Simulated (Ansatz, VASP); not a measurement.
One calculation of InP, two programs

Contents of INCAR:

```
  ALGO = Normal
  EDIFF = 1E-6
  ENCUT = 520
  GGA = PE
  ISIF = 2
  ISMEAR = 0
  LASPH = True
  LCHARG = False
  LREAL = False
  LWAVE = False
  NBANDS = 16
  NELM = 100
  PREC = Accurate
  SIGMA = 0.15
```

File KPOINTS:

```
k-points
0
Gamma
  20 20 20
```

File POSCAR:

```
InP
1.0
    0.0000000000      2.4680566052      3.4898320397
    2.4680566052      0.0000000000      3.4898320397
    2.4680566052      2.4680566052      0.0000000000
In P
1 1
Direct
    0.0000000000      0.0000000000      0.0000000000
    0.5000000000      0.5000000000      0.5000000000
```

Input for Ansatz:

```yaml
crystal:
  lattice:
    - [0.0, 2.4680566052, 3.4898320397]
    - [2.4680566052, 0.0, 3.4898320397]
    - [2.4680566052, 2.4680566052, 0.0]
  atoms:
    - { symbol: In, position: [0.0, 0.0, 0.0] }
    - { symbol: P, position: [0.5, 0.5, 0.5] }
basis:
  ecutwfc: 420
kpoints:
  mp_grid: { grid: [20, 20, 20] }
hamiltonian:
  xc: pbe
scf:
  occupations: { method: gaussian, width: 0.15 }
output:
  forces: true
  stress: true
  eigenvalues: true
```

Alike in both runs: task single point; functional PBE; k mesh 20 × 20 × 20; occupations gaussian, width 0.15 eV; no spin polarisation.

```csv
,VASP,Ansatz
version,VASP 6.6.1,Ansatz 0.2.0
potentials or method,"VASP PAW PBE potentials, release 64 (In_d, P), cutoff 520 eV","scalar-relativistic, plane waves, PAW"
valence electrons in the cell,18,18
```

```csv
,VASP,Ansatz,Ansatz less VASP
gap on the k mesh at the Fermi level (eV),none,none,-
pressure (GPa),15.6,15.7,+0.11
"traceless stress, the component that is largest in VASP (GPa)",-19.48,-19.57,-0.092
```

A gap of «none» marks a metal or a gap that the smearing closes.
